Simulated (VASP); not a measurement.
Here is a VASP 6.6.1 calculation.

INCAR

```
PREC = Accurate ; ENCUT = 520
EDIFF = 1E-6 ; ISMEAR = 0
SIGMA = 0.1 ; LREAL = F
LASPH = T ; NELM = 150
ALGO = Normal ; ISIF = 2
LWAVE = F ; LCHARG = F
ISPIN = 2 ; MAGMOM = 0 1 1 1 1
LORBIT = 11 ; GGA = PE
NBANDS = 26
```

KPOINTS

```
regular mesh
0
Gamma
  6 6 6
```

Contents of POSCAR:

```
PO4
1.0
    3.6885759300      0.0000000000      0.0000000000
    0.0000000000      3.6885759300      0.0000000000
    0.0000000000      0.0000000000      3.6885759300
P O
1 4
Direct
    0.5000000000      0.5000000000      0.5000000000
    0.0000000000      0.5000000000      0.5000000000
    0.5000000000      0.5000000000      0.0000000000
    0.5000000000      0.0000000000      0.5000000000
    0.0000000000      0.0000000000      0.0000000000
```

Potentials or basis: VASP PAW PBE potentials, release 64 (P, O).

The run is started by

```bash
$ cat potpaw_PBE.64/P/POTCAR potpaw_PBE.64/O/POTCAR > POTCAR
$ mpirun -np 1 vasp_std > vasp.out
```

(1) Estimate the pressure.

(2) Estimate the site moments.

## Answers

(1) -25.0 GPa.

(2) P -0.01; O +0.36, +1.70 μB.
